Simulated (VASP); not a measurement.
The system is MgS.

```
Mg S
1.0
     0.00000    2.65000    2.65000
     2.65000    0.00000    2.65000
     2.65000    2.65000    0.00000
Mg S
1 1
Cartesian
  0.0000 0.0000 0.0000
  2.6500 2.6500 2.6500
```

```yaml
Program: VASP 6.6.1
Task: relaxation of cell and atoms
Functional: PBEsol
Potentials_or_basis: VASP PAW PBE potentials, release 64 (Mg, S)
Cutoff: 600 eV
k_mesh: 7 × 7 × 7
Occupations: gaussian, width 0.02 eV
Spin: no spin polarisation
```

At the start: pressure -4.8 GPa; volume 18.61 Å³/atom.

Problem. Where does the relaxation end?

Solution. Over 3 steps the energy falls by 19.8 meV/atom and the volume is 17.36 Å³/atom (-6.7 %); space group Fm-3m (No. 225, to 0.1 Å) before and after.

The path:
```tsv
step	energy change (eV)	largest force (eV/Å)	pressure (GPa)	volume (Å³)
1	0.0000	0.0000	-4.77	37.22
2	-0.0384	0.0000	0.94	34.31
3	-0.0395	0.0000	0.01	34.71
```

Final structure:
```cif
data_structure
_symmetry_space_group_name_H-M 'P 1'
_symmetry_Int_Tables_number 1
_cell_length_a 3.6616
_cell_length_b 3.6616
_cell_length_c 3.6616
_cell_angle_alpha 60.000
_cell_angle_beta 60.000
_cell_angle_gamma 60.000
_cell_volume 34.71
loop_
_atom_site_label
_atom_site_type_symbol
_atom_site_fract_x
_atom_site_fract_y
_atom_site_fract_z
_atom_site_occupancy
Mg1 Mg 0.00000 0.00000 0.00000 1
S1 S 0.50000 0.50000 0.50000 1
```

Caveat: the PAW data sets were made with another functional, which shifts forces and pressure a little.
